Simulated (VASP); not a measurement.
**MoS2: single point with r2SCAN**

The system is MoS2.

```
Mo S
1.0
     3.31587    0.00000    0.00000
    -1.65794    2.87163    0.00000
     0.00000    0.00000    6.72377
Mo S
1 2
Direct
  0.00000 0.00000 0.00000
  0.33333 0.66667 0.22504
  0.33333 0.66667 0.77496
```

This cell differs from its parent crystal: epitaxial xy strain +4.6%.

```json
{"Program": "VASP 6.6.1", "Task": "single point", "Functional": "r2SCAN", "Potentials or basis": "VASP PAW PBE potentials, release 64 (Mo_sv, S)", "Cutoff": "520 eV", "k mesh": "12 × 12 × 4", "Occupations": "gaussian, width 0.01 eV", "Spin": "no spin polarisation"}
```

```
Pressure               : -5.9 GPa
Largest force          : 0.038 eV/Å
Band gap on the k mesh : 0.42 eV (least direct gap 1.34 eV)
```

Forces on the atoms (eV/Å):
```
Mo   0.000  0.000  0.000
S    0.000  0.000 -0.038
S    0.000  0.000  0.038
```

Stress tensor (GPa, compression positive):
```
-9.25  0.00  0.00
 0.00 -9.25  0.00
 0.00  0.00  0.75
```

Levels at points of the mesh, in eV from the valence-band top:
```csv
k point,band 9,band 10,band 11,band 12,band 13,band 14,band 15,band 16,band 17,band 18
"(0.00, 0.00, 0.00)",-3.84,-2.71,-2.71,-1.54,-0.68,1.86,1.86,2.15,2.15,5.09
"(0.50, 0.00, 0.00)",-5.07,-4.20,-2.30,-2.07,-1.47,1.12,1.57,3.44,3.60,5.05
"(0.00, 0.00, 0.50)",-3.83,-2.82,-2.72,-2.72,0.00,1.81,1.81,2.23,2.23,5.35
"(0.50, 0.00, 0.50)",-4.70,-4.22,-2.77,-2.25,-1.20,1.14,1.63,2.94,3.46,6.42
```

It took 8.5 min on 1 thread of Intel Xeon 8259CL (shared host), peak memory 0.24 GiB.

Caveat: the cell differs from its parent crystal (epitaxial xy strain +4.6%); the stress differs along the axes, from -9 to 1 GPa; semilocal functionals underestimate gaps, and a narrow one can read as zero; the PAW data sets were made with another functional, which shifts forces and pressure a little. A k mesh can miss the band edges.
